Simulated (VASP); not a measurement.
## Ta: single point with PBEsol

Crystal: Ta.

```
Ta
1.0
    -1.63085    1.63085    1.63085
     1.63085   -1.63085    1.63085
     1.63085    1.63085   -1.63085
Ta
1
Direct
  0.00000 0.00000 0.00000
```

- Program: VASP 6.6.1
- Task: single point
- Functional: PBEsol
- Potentials or basis: VASP PAW PBE potentials, release 64 (Ta_pv)
- Cutoff: 520 eV
- k mesh: 20 × 20 × 20
- Occupations: fermi-dirac, width 0.15 eV
- Spin: no spin polarisation
- Dipole correction: no
- Further INCAR settings: ALGO = Normal; EDIFF = 1e-07; NBANDS = 12

- Pressure: 4.6 GPa
- Band gap on the k mesh: zero (an odd number of electrons rules out a gap without spin polarisation)

Levels at points of the mesh, in eV from the Fermi level:
```tsv
k point	band 2	band 3	band 4	band 5	band 6	band 7	band 8	band 9	band 10	band 11
(0.00, 0.00, 0.00)	-32.89	-32.89	-8.10	0.70	0.70	0.70	4.10	4.10	14.77	15.19
(0.50, 0.00, 0.00)	-33.32	-32.90	-4.58	-1.69	1.77	4.01	5.08	8.16	12.12	12.30
(0.50, 0.50, 0.50)	-33.82	-33.82	-4.06	-4.06	7.13	7.13	7.13	8.99	8.99	8.99
```

Run time: 24 s on 1 thread of AMD EPYC 9R45 96-Core Processor (Zen 5), with other jobs on the host, peak memory 0.15 GiB.

Caveat: the cell stands under pressure; the PAW data sets were made with another functional, which shifts forces and pressure a little; spin-orbit coupling is left out, which moves the levels of the heavy elements.
